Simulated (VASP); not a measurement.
A run of VASP 6.6.1 is set up as follows.

Contents of POSCAR:

```
AgBr
1.0
    0.0000000000      2.9395905220      2.9395905220
    2.9395905220      0.0000000000      2.9395905220
    2.9395905220      2.9395905220      0.0000000000
Ag Br
1 1
Direct
    0.0000000000      0.0000000000      0.0000000000
    0.5000000000      0.5000000000      0.5000000000
```

Contents of INCAR.step1:

```
SYSTEM = AgBr
ALGO     = Normal         ! electronic algorithm
EDIFF    = 1E-5           ! SCF threshold, eV
ENCUT    = 440            ! plane-wave cutoff, eV
GGA      = PE             ! functional
GGA_COMPAT= .FALSE.      
ISMEAR   = -1             ! smearing method
LASPH    = .TRUE.         ! aspherical terms in the spheres
LCHARG   = .FALSE.        ! write CHGCAR
LREAL    = .FALSE.        ! projectors in reciprocal space
LWAVE    = .TRUE.         ! write WAVECAR
NBANDS   = 16             ! bands
NELM     = 120            ! most SCF steps
PREC     = Accurate       ! precision mode
SIGMA    = 0.02           ! smearing width, eV
```

The input INCAR.step2:

```
SYSTEM = AgBr
ALGO     = Normal         ! electronic algorithm
EDIFF    = 1E-8           ! SCF threshold, eV
ENCUT    = 440            ! plane-wave cutoff, eV
GGA_COMPAT= .FALSE.      
ISIF     = 2              ! what is computed and relaxed
ISMEAR   = -1             ! smearing method
ISTART   = 1            
LASPH    = .TRUE.         ! aspherical terms in the spheres
LCHARG   = .FALSE.        ! write CHGCAR
LEFG     = .TRUE.       
LMIXTAU  = .TRUE.       
LREAL    = .FALSE.        ! projectors in reciprocal space
LWAVE    = .FALSE.        ! write WAVECAR
METAGGA  = R2SCAN         ! meta-GGA
NBANDS   = 16             ! bands
NELM     = 120            ! most SCF steps
PREC     = Accurate       ! precision mode
SIGMA    = 0.02           ! smearing width, eV
```

Contents of KPOINTS:

```
k-points
0
G
  7 7 7
  0 0 0
```

Potentials or basis: VASP PAW PBE potentials, release 64 (Ag, Br).

The run is started by

```sh
$ cat potpaw_PBE.64/Ag/POTCAR potpaw_PBE.64/Br/POTCAR > POTCAR
$ cp INCAR.step1 INCAR
$ mpirun -np 1 vasp_std > vasp.out
$ cp INCAR.step2 INCAR
$ mpirun -np 1 vasp_std > vasp.out
```

Predict the band gap on the k mesh.

1.32 eV, indirect (least direct gap 3.02 eV).

Estimate the pressure.

-2.0 GPa.

Caveat: without QUAD_EFG the Cq values of the log hold for a quadrupole moment of 1 mb, not for the nuclei; the PAW data sets were made with another functional, which shifts forces and pressure a little. A k mesh can miss the band edges.
